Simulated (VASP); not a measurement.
A run of VASP 6.6.1 is set up as follows.

File INCAR:

```
PREC     = Accurate       # precision mode
ENCUT    = 520            # plane-wave cutoff, eV
EDIFF    = 1E-6           # SCF threshold, eV
ISMEAR   = -1             # smearing method
SIGMA    = 0.08           # smearing width, eV
LREAL    = False          # projectors in reciprocal space
LASPH    = True           # aspherical terms in the spheres
NELM     = 100            # most SCF steps
ALGO     = Normal         # electronic algorithm
ISIF     = 2              # what is computed and relaxed
LWAVE    = False          # write WAVECAR
LCHARG   = True           # write CHGCAR
GGA      = PE             # functional
LELF     = True           # ELF
LVHAR    = True         
NBANDS   = 26             # bands
```

File KPOINTS:

```
Automatic mesh
0
Gamma
  11 11 6
```

File POSCAR:

```
ZnO
1.0
    3.0252308432      0.0000000000      0.0000000000
   -1.5126154216      2.6199267625      0.0000000000
    0.0000000000      0.0000000000      5.1918904693
Zn O
2 2
Direct
    0.0000000000      0.0000000000      0.0000000000
    0.0000000000      0.0000000000      0.5000000000
    0.3333333333      0.6666666667      0.2500000000
    0.6666666667      0.3333333333      0.7500000000
```

Potentials or basis: VASP PAW PBE potentials, release 64 (Zn, O).

Launch:

```sh
$ cat potpaw_PBE.64/Zn/POTCAR potpaw_PBE.64/O/POTCAR > POTCAR
$ mpirun -np 1 vasp_std > vasp.out
```

Estimate the band gap on the k mesh.

0.52 eV.

Estimate the pressure.

0.9 GPa.

Stress tensor (GPa, compression positive):
```
0.87 0.00 0.00
0.00 0.87 0.00
0.00 0.00 1.00
```
